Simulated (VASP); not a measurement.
Runs of VASP 6.6.1 on Hf. The structure is that of space group Fm-3m (No. 225), or close to it. The cells are those of the table. 

```tsv
cell	gap on the mesh (eV)	pressure (GPa)
a = 3.118 Å, angles 60.0°, 1 atom	none	4.3
a = 3.211 Å, angles 60.0°, 1 atom	none	(b)
a = 3.150 Å, angles 60.0°, 1 atom	none	1.0
a = 3.181 Å, angles 60.0°, 1 atom	none	(a)
a = 3.086 Å, angles 60.0°, 1 atom	none	7.9
```

Alike in all rows: task single point; level r2SCAN; potentials or basis VASP PAW PBE potentials, release 64 (Hf_pv); no spin polarisation; k mesh 11 × 11 × 11; cutoff (eV) 520; smearing methfessel-paxton 0.1 eV.

Fill in the values left out.

(a) -2.0; (b) -4.6.

Caveats: the PAW data sets were made with another functional, which shifts forces and pressure a little; spin-orbit coupling is left out, which moves the levels of the heavy elements.

A k mesh can miss the band edges, and the runs leave out spin-orbit coupling on Hf.

A gap of «none» marks levels without a gap at the run's occupations.
